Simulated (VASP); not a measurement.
A run of VASP 6.6.1:

INCAR

```
PREC = Accurate
ENCUT = 520
EDIFF = 1E-8
ISMEAR = -1
SIGMA = 0.05
LREAL = F
LASPH = T
NELM = 100
ALGO = Normal
ISIF = 2
LWAVE = F
LCHARG = F
GGA = PE
LEFG = T
NBANDS = 12
```

The input KPOINTS:

```
Automatic mesh
0
Gamma
  15 15 15
```

Contents of POSCAR:

```
Ag
1.0
    0.0000000000      2.0431000000      2.0431000000
    2.0431000000      0.0000000000      2.0431000000
    2.0431000000      2.0431000000      0.0000000000
Ag
1
Direct
    0.0000000000      0.0000000000      0.0000000000
```

Potentials or basis: VASP PAW PBE potentials, release 64 (Ag).

The run is started by

```sh
$ cat potpaw_PBE.64/Ag/POTCAR > POTCAR
$ mpirun -np 1 vasp_std > vasp.out
```

Hardware: 1 thread of Intel(R) Xeon(R) 6975P-C (Granite Rapids), on a shared host.

Problem. Estimate the wall time of this run.

Solution. It took 7.7 s on 1 thread of Intel(R) Xeon(R) 6975P-C (Granite Rapids), with other jobs on the host, peak memory 0.15 GiB. Counts: scf iterations 13, k points 120.
